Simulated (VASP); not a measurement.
Set up this calculation in VASP 6.6.1, as the native input.

- Task: single point
- Functional: PBE
- Potentials or basis: VASP PAW PBE potentials, release 64 (Be, C)
- Cutoff: 520 eV
- k mesh: 4 × 4 × 3
- Occupations: gaussian, width 0.1 eV
- Spin: no spin polarisation
- Dipole correction: no
- Further INCAR settings: LREAL = Auto; ALGO = Normal; EDIFF = 1e-06; NBANDS = 32

The structure of Be16C (a cell with a defect) lies in POSCAR:

```
Be16C
1.0
   -2.2900000000     -3.9663960000      0.0000000000
    3.4350000000     -1.9831980000      0.0000000000
    0.0000000000      0.0000000000      7.1768600000
Be C
16 1
Direct
    0.7501171871      0.4711270330      0.0033033945
    0.4970265232      0.3336630970      0.2517525770
    0.7501672790      0.4874725092      0.4930780313
    0.4495757962      0.3608516953      0.7489370003
    0.4992276732      0.0061241257     -0.0072972024
    0.2501289314      0.8407514565      0.2523160547
    0.4955852990     -0.0023399316      0.5021494080
    0.2501300714      0.8222517798      0.7492408936
    0.2500974062      0.5344436856      0.0083932249
    0.0032521253      0.3336705580      0.2517361353
    0.2502080677      0.5193358006      0.4938824221
    0.0506388260      0.3609827981      0.7487998930
    0.0010659957      0.0061828617     -0.0073285532
    0.7501359541      0.8330589039      0.2511994103
    0.0046600752     -0.0023823661      0.5021558174
    0.7500717023      0.7592699267      0.7467353411
    0.7501651243      0.1694536055      0.7994841755
```

These files were run (other wordings do the same):

INCAR

```
PREC = Accurate
ENCUT = 520
EDIFF = 1E-6
ISMEAR = 0
SIGMA = 0.1
LREAL = Auto
LASPH = T
NELM = 60
ALGO = Normal
ISIF = 2
LWAVE = F
LCHARG = F
GGA = PE
NBANDS = 32
```

KPOINTS

```
regular mesh
0
Gamma
  4 4 3
```

Potentials or basis: VASP PAW PBE potentials, release 64 (Be, C).

The run is started by

```sh
$ cat potpaw_PBE.64/Be/POTCAR potpaw_PBE.64/C/POTCAR > POTCAR
$ mpirun -np 1 vasp_std > vasp.out
```

It gave:

The pressure is 8.4 GPa. The largest force is 2.312 eV/Å. The band gap on the k mesh is zero (bands 18 and 19 overlap by 0.88 eV).

Caveat: the k points lie up to 0.40 Å⁻¹ apart, too coarse for converged energies and pressures of a metal.

Run time: 76 s on 1 thread of AMD EPYC 9R45 96-Core Processor (Zen 5) (shared host), peak memory 0.23 GiB.
